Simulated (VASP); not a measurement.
Input of a VASP 6.6.1 run:

File POSCAR:

```
Al
1.0
    0.0000000000      2.0239800000      1.9936203000
    2.0239800000      0.0000000000      1.9936203000
    2.0239800000      2.0239800000      0.0000000000
Al
1
Direct
    0.0000000000      0.0000000000      0.0000000000
```

File INCAR.step1:

```
SYSTEM = Al
PREC = Accurate
ENCUT = 520
ISMEAR = 0
SIGMA = 0.2
LREAL = .FALSE.
LASPH = .TRUE.
NELM = 80
NBANDS = 8
GGA = PE
ALGO = Normal
EDIFF = 1E-4
LWAVE = .TRUE.
LCHARG = .FALSE.
```

INCAR.step2

```
SYSTEM = Al
PREC = Accurate
ENCUT = 520
EDIFF = 1E-7
ISMEAR = 0
SIGMA = 0.2
LREAL = .FALSE.
LASPH = .TRUE.
NELM = 80
ALGO = Normal
ISIF = 2
LWAVE = .FALSE.
LCHARG = .TRUE.
METAGGA = R2SCAN
LMIXTAU = .TRUE.
LELF = .TRUE.
LVHAR = .TRUE.
NBANDS = 8
ISTART = 1
```

File KPOINTS:

```
regular mesh
0
G
  20 20 20
  0 0 0
```

Potentials or basis: VASP PAW PBE potentials, release 64 (Al).

Command:

```bash
$ cat potpaw_PBE.64/Al/POTCAR > POTCAR
$ cp INCAR.step1 INCAR
$ mpirun -np 1 vasp_std > vasp.out
$ cp INCAR.step2 INCAR
$ mpirun -np 1 vasp_std > vasp.out
```

(1) Predict the band gap on the k mesh.

(2) What does it give for the pressure?

Results:

(1) zero (an odd number of electrons rules out a gap without spin polarisation).

(2) -2.6 GPa.

Caveat: the cell differs from its parent crystal (strain -0.0150 x Voigt [0, 0, 1, 0, 0, 0]); the PAW data sets were made with another functional, which shifts forces and pressure a little.
